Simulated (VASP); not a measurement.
# C (Cmmm) in VASP: notebook

The runs below take C through single point, with PBEsol+D3(BJ).

Everything below comes from runs of VASP 6.6.1. Logs are shortened: lines on timing, memory, paths and dates and some standing lists are left out, and cuts for length are marked.

### 1 The cell of the first run

The structure is orthorhombic, space group Cmmm (No. 65). Conventional cell: a = 2.478 Å, b = 4.292 Å, c = 3.559 Å, α = 90.00°, β = 90.00°, γ = 90.00°. C (site symmetry m2m) has 3 C at 1.39 to 1.45 Å within 1.9 Å.

### 2 Single point, PBEsol+D3(BJ) (atoms displaced along a vibrational mode, the cell strained)

Contents of INCAR:

```
SYSTEM = C
PREC = Accurate
ENCUT = 520
EDIFF = 1E-6
ISMEAR = 0
SIGMA = 0.15
LREAL = .FALSE.
LASPH = .TRUE.
NELM = 80
ALGO = Normal
ISIF = 2
LWAVE = .FALSE.
LCHARG = .FALSE.
GGA = PS
IVDW = 12
NBANDS = 11
```

Contents of KPOINTS:

```
regular mesh
0
G
  21 21 12
  0 0 0
```

Contents of POSCAR:

```
C
1.0
    2.4780568104      0.0000000000      0.0000000000
   -1.2390284052      2.1460601498      0.0000000000
    0.0000000000      0.0000000000      3.5587769439
C
2
Direct
    0.3380317105      0.6760634210      0.0000000000
    0.6619682895      0.3239365790      0.0000000000
```

Potentials or basis: VASP PAW PBE potentials, release 64 (C).

Command:

```
> cat potpaw_PBE.64/C/POTCAR > POTCAR
> mpirun -np 1 vasp_std > vasp.out
```

OUTCAR:

```text
SYSTEM = C
   PREC = Accurate
   ENCUT = 520
   EDIFF = 1E-6
   ISMEAR = 0
   LREAL = .FALSE.
   LASPH = .TRUE.
   NELM = 80
   ISIF = 2
   GGA = PS
   IVDW = 12
 IVDW          = 12

 ion  position               nearest neighbor table
   1  0.338  0.676  0.000-   2 1.39   2 1.45   2 1.45
   2  0.662  0.324  0.000-   1 1.39   1 1.45   1 1.45

  LATTYP: Found a hexagonal cell.
 ALAT       =     2.4780568104
 C/A-ratio  =     1.4361159635

  Lattice vectors:

 A1 = (   2.4780568104,   0.0000000000,   0.0000000000)
 A2 = (  -1.2390284052,   2.1460601498,   0.0000000000)
 A3 = (   0.0000000000,   0.0000000000,   3.5587769439)

Analysis of symmetry for initial positions (statically):
=====================================================================
 Subroutine PRICEL returns:
 Original cell was already a primitive cell.

 Routine SETGRP: Setting up the symmetry group for a
 hexagonal supercell.

 Subroutine GETGRP returns: Found  8 space group operations
 (whereof  8 operations were pure point group operations)
 out of a pool of 24 trial point group operations.

The static configuration has the point symmetry D_2h.

Analysis of symmetry for dynamics (positions and initial velocities):
=====================================================================
 Subroutine PRICEL returns:
 Original cell was already a primitive cell.

 Routine SETGRP: Setting up the symmetry group for a
 hexagonal supercell.

 Subroutine GETGRP returns: Found  8 space group operations
 (whereof  8 operations were pure point group operations)
 out of a pool of 24 trial point group operations.

The dynamic configuration has the point symmetry D_2h.

 Subroutine INISYM returns: Found  8 space group operations
 (whereof  8 operations are pure point group operations),
 and found     1 'primitive' translations

----------------------------------------------------------------------------------------

                                     Primitive cell

  volume of cell :      18.9258

  direct lattice vectors                    reciprocal lattice vectors
     2.478056810  0.000000000  0.000000000     0.403541999  0.232985082  0.000000000
    -1.239028405  2.146060150  0.000000000     0.000000000  0.465970164  0.000000000
     0.000000000  0.000000000  3.558776944     0.000000000  0.000000000  0.280995414

  length of vectors
     2.478056810  2.478056810  3.558776944     0.465970164  0.465970164  0.280995414

  position of ions in fractional coordinates (direct lattice)
     0.338031710  0.676063421  0.000000000
     0.661968290  0.323936579  0.000000000

  ion indices of the primitive-cell ions
   primitive index   ion index
                 1           1
                 2           2

----------------------------------------------------------------------------------------

 KPOINTS: regular mesh

Automatic generation of k-mesh.
 Grid dimensions read from file:
 generate k-points for:   21   21   12

 Generating k-lattice:

  Cartesian coordinates                     Fractional coordinates (reciprocal lattice)
     0.019216286  0.011094528  0.000000000     0.047619048  0.000000000  0.000000000
     0.000000000  0.022189055  0.000000000     0.000000000  0.047619048  0.000000000
     0.000000000  0.000000000  0.023416284     0.000000000  0.000000000  0.083333333

  Length of vectors
     0.022189055  0.022189055  0.023416284

  Shift w.r.t. Gamma in fractional coordinates (k-lattice)
     0.000000000  0.000000000  0.000000000

 Subroutine IBZKPT returns following result:
 ===========================================

 Found    847 irreducible k-points:

 Following reciprocal coordinates:
            Coordinates               Weight
  0.000000  0.000000  0.000000      1.000000
  0.047619  0.000000  0.000000      4.000000
  0.000000  0.047619  0.000000      2.000000
  0.095238  0.000000  0.000000      4.000000
  0.000000  0.095238  0.000000      2.000000
  0.142857  0.000000  0.000000      4.000000
[... 16 lines left out ...]
 -0.095238  0.047619  0.000000      2.000000
  0.095238  0.047619  0.000000      4.000000
 [... further k-points ...]
   k-points           NKPTS =    847   k-points in BZ     NKDIM =    847   number of bands    NBANDS=     11
   number of dos      NEDOS =    301   number of ions     NIONS =      2
   total plane-waves  NPLWV =   9072
   dimension x,y,z NGX =    18 NGY =   18 NGZ =   28
   dimension x,y,z NGXF=    36 NGYF=   36 NGZF=   56
   ions per type =               2
   NGX,Y,Z   is equivalent  to a cutoff of  12.08, 12.08, 13.08 a.u.
   NGXF,Y,Z  is equivalent  to a cutoff of  24.15, 24.15, 26.16 a.u.
 SYSTEM =  C
   PREC   = accura    normal or accurate (medium, high low for compatibility)
   ISTART =      0    job   : 0-new  1-cont  2-samecut
   ICHARG =      2    charge: 1-file 2-atom 10-const
   ISPIN  =      1    spin polarized calculation?
   LNONCOLLINEAR =      F non collinear calculations
   LSORBIT =      F    spin-orbit coupling
   LASPH  =      T    aspherical Exc in radial PAW
   ENCUT  =  520.0 eV  38.22 Ry    6.18 a.u.   4.61  4.61  6.62*2*pi/ulx,y,z
   NELM   =     80;   NELMIN=  2; NELMDL= -5     # of ELM steps
   EDIFF  = 0.1E-05   stopping-criterion for ELM
   LREAL  =      F    real-space projection
   EDIFFG = 0.1E-04   stopping-criterion for IOM
   NSW    =      0    number of steps for IOM
   IBRION =     -1    ionic relax: 0-MD 1-quasi-New 2-CG
   NFREE  =      0    steps in history (QN), initial steepest desc. (CG)
   ISIF   =      2    stress and relaxation
   ISYM   =      2    0-nonsym 1-usesym 2-fastsym
   POTIM  = 0.5000    time-step for ionic-motion
   TEBEG  =    0.0;   TEEND  =   0.0 temperature during run
   PSTRESS=    0.0 pullay stress
   NELECT =       8.0000    total number of electrons
   NUPDOWN=      -1.0000    fix difference up-down
   EMIN   =  10.00;   EMAX   =-10.00  energy-range for DOS
   EFERMI =   0.00;   METHOD = LEGACY
   ISMEAR =     0;   SIGMA  =   0.15  broadening in eV -4-tet -1-fermi 0-gaus
   EFERMI_NEDOS =   21; number of points for ismear=-14 and -15
   IALGO  =     38    algorithm
   IMIX   =      4    mixing-type and parameters
     AMIX     =   0.40;   BMIX     =  1.00
     AMIX_MAG =   1.60;   BMIX_MAG =  1.00
  volume/ion in A,a.u.               =       9.46        63.86
  Fermi-wavevector in a.u.,A,eV,Ry     =   1.228627  2.321769 20.538338  1.509525
  Thomas-Fermi vector in A             =   2.363546
   LORBIT       =      0    0 simple, 1 ext, 2 COOP (PROOUT), +10 PAW based schemes
   GGA     = PS    functional components
   LHFCALC =     F    Hartree Fock is set to
   AEXX    =    0.0000 exact exchange contribution
   IVDW    =    12    specifies the selected vdW correction
   LEPSILON=     F    determine dielectric tensor
   LRPA    =     F    only Hartree local field effects (RPA)
 non-spin polarized calculation
 Gauss-broadening in eV      SIGMA  =   0.15
  energy-cutoff  :      520.00
  volume of cell :       18.93
 maximum number of plane-waves:       522
   NGX =  9   NGY =  9   NGZ = 13

 number of electron       8.0000000 magnetization

 Free energy of the ion-electron system (eV)
  ---------------------------------------------------
  ext. energy  EPLUGINS =         0.00000000
  ---------------------------------------------------
  free energy    TOTEN  =       -19.22610663 eV

  energy without entropy =      -19.22566019  energy(sigma->0) =      -19.22588341

 E-fermi :   4.0210     XC(G=0): -10.0869

 val. band max:        3.9861487925   @ k =   0.3333   0.3333   0.1667
 cond. band min:       4.0448236481   @ k =   0.3333   0.3333   0.3333
 fundamental gap:      0.0586748556
 Fermi energy:         4.0209742492

 k-point     1 :       0.0000    0.0000    0.0000
  band No.  band energies     occupation
      1     -15.4266      2.00000
      2      -2.7382      2.00000
      3       0.4387      2.00000
      4       1.6257      2.00000
      5       7.7277      0.00000
      6      11.4268      0.00000
      7      12.9538      0.00000
      8      15.4640      0.00000
      9      16.2073      0.00000
     10      25.7153      0.00000
     11      27.5301      0.00000

 k-point     2 :       0.0476    0.0000    0.0000
  band No.  band energies     occupation
      1     -15.3730      2.00000
      2      -2.6771      2.00000
      3       0.3069      2.00000
      4       1.4171      2.00000
      5       7.7932      0.00000
      6      11.5052      0.00000
      7      13.1514      0.00000
      8      15.2925      0.00000
      9      16.2875      0.00000
     10      25.8792      0.00000
     11      27.4270      0.00000

 k-point     3 :       0.0000    0.0476    0.0000
  band No.  band energies     occupation
      1     -15.3734      2.00000
      2      -2.6756      2.00000
      3       0.2412      2.00000
      4       1.4885      2.00000
      5       7.7942      0.00000
      6      11.6793      0.00000
      7      12.9307      0.00000
      8      15.2768      0.00000
      9      16.3185      0.00000
     10      25.8909      0.00000
     11      27.4767      0.00000

 k-point     4 :       0.0952    0.0000    0.0000
  band No.  band energies     occupation
      1     -15.2125      2.00000
      2      -2.4942      2.00000
      3      -0.0905      2.00000
      4       0.8699      2.00000
      5       7.9904      0.00000
      6      11.6682      0.00000
      7      13.7288      0.00000
      8      14.7996      0.00000
      9      16.5520      0.00000
     10      26.3167      0.00000
     11      27.0737      0.00000
[... 239 lines left out ...]
 k-point    22 :       0.0476    0.0476    0.0000
  band No.  band energies     occupation
      1     -15.2668      2.00000
      2      -2.5522      2.00000
      3      -0.0771      2.00000
      4       1.1686      2.00000
      5       7.9265      0.00000
      6      11.9432      0.00000
      7      13.1300      0.00000
      8      14.9315      0.00000
      9      16.5229      0.00000
     10      26.2037      0.00000
     11      27.2863      0.00000

 k-point    23 :      -0.0952    0.0476    0.0000
  band No.  band energies     occupation
      1     -15.2656      2.00000
      2      -2.5565      2.00000
      3       0.1167      2.00000
      4       0.9610      2.00000
      5       7.9233      0.00000
      6      11.5186      0.00000
      7      13.6855      0.00000
      8      14.9759      0.00000
      9      16.4343      0.00000
     10      26.1703      0.00000
     11      27.1349      0.00000

 k-point    24 :       0.0952    0.0476    0.0000
  band No.  band energies     occupation
      1     -15.0534      2.00000
      2      -2.3079      2.00000
      3      -0.6336      2.00000
      4       0.5668      2.00000
      5       8.1914      0.00000
      6      12.1210      0.00000
      7      13.7784      0.00000
      8      14.2948      0.00000
      9      16.9462      0.00000
     10      26.7005      0.00000
     11      26.7728      0.00000

 [... further k-points ...]

------------------------ aborting loop because EDIFF is reached ----------------------------------------

 Edisp (eV)   -0.20674

 E8    (eV) :    -0.1004

  FORCE on cell =-STRESS in cart. coord.  units (eV):
  Direction    XX          YY          ZZ          XY          YZ          ZX
  --------------------------------------------------------------------------------------
  -------------------------------------------------------------------------------------
  Total      -1.38106    -0.45457    -0.03406    -0.00000     0.00000     0.00000
  in kB    -116.91433   -38.48192    -2.88333    -0.00000     0.00000     0.00000
  external pressure =      -52.76 kB  Pullay stress =        0.00 kB

 VOLUME and BASIS-vectors are now :
 -----------------------------------------------------------------------------
  energy-cutoff  :      520.00
  volume of cell :       18.93
      direct lattice vectors                 reciprocal lattice vectors
     2.478056810  0.000000000  0.000000000     0.403541999  0.232985082  0.000000000
    -1.239028405  2.146060150  0.000000000     0.000000000  0.465970164  0.000000000
     0.000000000  0.000000000  3.558776944     0.000000000  0.000000000  0.280995414

 POSITION                                       TOTAL-FORCE (eV/Angst)
 -----------------------------------------------------------------------------------
     -0.00000      1.45087      0.00000         0.000000     -2.203733      0.000000
      1.23903      0.69519      0.00000        -0.000000      2.203733      0.000000
 -----------------------------------------------------------------------------------
    total drift:                                0.000000      0.000000      0.000000

  FREE ENERGIE OF THE ION-ELECTRON SYSTEM (eV)
  ---------------------------------------------------
  free  energy   TOTEN  =       -19.4328500812 eV

  energy  without entropy=      -19.4324036423  energy(sigma->0) =      -19.43262686
```

It took 3.5 min on 1 thread of Intel Xeon 8259CL, shared host; peak memory 0.25 GiB.

What came out:

```
Free energy                : -19.4329 eV
Pressure                   : -5.3 GPa
Largest force              : 2.204 eV/Å
Band gap on the k mesh     : zero (bands 4 and 5 overlap by 0.43 eV)
Dispersion energy per atom : -0.103 eV
```

Forces on the atoms (eV/Å):
```
C    0.000 -2.204  0.000
C    0.000  2.204  0.000
```

Levels at points of the mesh, in eV from the Fermi level:
```csv
k point,band 1,band 2,band 3,band 4,band 5,band 6,band 7,band 8,band 9
"(0.00, 0.00, 0.00)",-19.45,-6.76,-3.58,-2.40,3.71,7.41,8.93,11.44,12.19
"(0.00, 0.00, 0.50)",-19.25,-8.26,-3.56,-2.37,7.46,9.00,9.11,11.17,12.45
```

Caveat: the cell differs from its parent crystal (atoms displaced along a vibrational mode, the cell strained); the stress differs along the axes, from -12 to -0 GPa; the PAW data sets were made with another functional, which shifts forces and pressure a little.

### 3 Single point, PBEsol+D3(BJ) (atoms displaced along a vibrational mode, the cell strained)

Contents of INCAR:

```
SYSTEM = C
PREC = Accurate ; ENCUT = 520
EDIFF = 1E-7 ; ISMEAR = 0
SIGMA = 0.15 ; LREAL = .FALSE.
LASPH = .TRUE. ; NELM = 100
ALGO = Normal ; ISIF = 2
LWAVE = .FALSE. ; LCHARG = .FALSE.
GGA = PS ; IVDW = 12
NBANDS = 11
```

Contents of KPOINTS:

```
Automatic mesh
0
G
  21 21 12
  0 0 0
```

Contents of POSCAR:

```
C
1.0
    2.4780568104      0.0000000000      0.0000000000
   -1.2390284052      2.1460601498      0.0000000000
    0.0000000000      0.0000000000      3.5587769439
C
2
Direct
    0.3474284648      0.6948569296      0.0000000000
    0.6525715352      0.3051430704      0.0000000000
```

Potentials or basis: VASP PAW PBE potentials, release 64 (C).

Command:

```
> cat potpaw_PBE.64/C/POTCAR > POTCAR
> mpirun -np 1 vasp_std > vasp.out
```

OUTCAR:

```text
SYSTEM = C
   PREC = Accurate
   ENCUT = 520
   EDIFF = 1E-7
   ISMEAR = 0
   LREAL = .FALSE.
   LASPH = .TRUE.
   NELM = 100
   ISIF = 2
   GGA = PS
   IVDW = 12
 IVDW          = 12

 ion  position               nearest neighbor table
   1  0.347  0.695  0.000-   2 1.31   2 1.49   2 1.49
   2  0.653  0.305  0.000-   1 1.31   1 1.49   1 1.49

  LATTYP: Found a hexagonal cell.
 ALAT       =     2.4780568104
 C/A-ratio  =     1.4361159635

  Lattice vectors:

[... 521 lines left out ...]
 [... further k-points ...]

------------------------ aborting loop because EDIFF is reached ----------------------------------------

 Edisp (eV)   -0.20693

 E8    (eV) :    -0.1005

  FORCE on cell =-STRESS in cart. coord.  units (eV):
  Direction    XX          YY          ZZ          XY          YZ          ZX
  --------------------------------------------------------------------------------------
  -------------------------------------------------------------------------------------
  Total      -1.42763     1.78496    -0.05409     0.00000     0.00000     0.00000
  in kB    -120.85726   151.10753    -4.57908     0.00000     0.00000     0.00000
  external pressure =        8.56 kB  Pullay stress =        0.00 kB

 VOLUME and BASIS-vectors are now :
 -----------------------------------------------------------------------------
  energy-cutoff  :      520.00
  volume of cell :       18.93
      direct lattice vectors                 reciprocal lattice vectors
     2.478056810  0.000000000  0.000000000     0.403541999  0.232985082  0.000000000
    -1.239028405  2.146060150  0.000000000     0.000000000  0.465970164  0.000000000
     0.000000000  0.000000000  3.558776944     0.000000000  0.000000000  0.280995414

 POSITION                                       TOTAL-FORCE (eV/Angst)
 -----------------------------------------------------------------------------------
     -0.00000      1.49120      0.00000        -0.000000     -7.200918      0.000000
      1.23903      0.65486      0.00000         0.000000      7.200918      0.000000
 -----------------------------------------------------------------------------------
    total drift:                                0.000000      0.000000      0.000000

  FREE ENERGIE OF THE ION-ELECTRON SYSTEM (eV)
  ---------------------------------------------------
  free  energy   TOTEN  =       -19.0601429403 eV

  energy  without entropy=      -19.0594472746  energy(sigma->0) =      -19.05979511
```

stdout:

```text
POSCAR found type information on POSCAR C
 POSCAR found :  1 types and       2 ions
 scaLAPACK will be used
 -----------------------------------------------------------------------------
|                                                                             |
|                                                                             |
|     You enforced a specific xc type in the INCAR file but a different       |
|     I HOPE YOU KNOW WHAT YOU ARE DOING!                                     |
|                                                                             |
 -----------------------------------------------------------------------------

 LDA part: xc-table for (Slater+PW92), standard interpolation
 POSCAR, INCAR and KPOINTS ok, starting setup
 FFT: planning ... GRIDC
 FFT: planning ... GRID_SOFT
 FFT: planning ... GRID
 WAVECAR not read
 entering main loop
```

It took 3.5 min on 1 thread of Intel Xeon 8259CL, shared host; peak memory 0.25 GiB.

Results:

- Free energy: -19.0601 eV
- Pressure: 0.9 GPa
- Largest force: 7.201 eV/Å
- Band gap on the k mesh: zero (bands 4 and 5 overlap by 0.88 eV)
- Dispersion energy per atom: -0.103 eV

Forces on the atoms (eV/Å):
```
C    0.000 -7.201  0.000
C    0.000  7.201  0.000
```

Stress tensor (GPa, compression positive):
```
-12.09   0.00   0.00
  0.00  15.11   0.00
  0.00   0.00  -0.46
```

Levels at points of the mesh, in eV from the Fermi level:
| k point | band 1 | band 2 | band 3 | band 4 | band 5 | band 6 | band 7 | band 8 | band 9 |
| --- | --- | --- | --- | --- | --- | --- | --- | --- | --- |
| (0.00, 0.00, 0.00) | -19.24 | -6.58 | -4.43 | -0.93 | 3.94 | 6.12 | 10.29 | 11.78 | 12.83 |
| (0.00, 0.00, 0.50) | -19.05 | -8.07 | -4.40 | -0.91 | 6.17 | 9.26 | 10.39 | 11.51 | 13.08 |

Caveat: the cell differs from its parent crystal (atoms displaced along a vibrational mode, the cell strained); the stress differs along the axes, from -12 to 15 GPa; the PAW data sets were made with another functional, which shifts forces and pressure a little.

The gap in the log of VASP goes by the Fermi energy; the results here count the filled bands.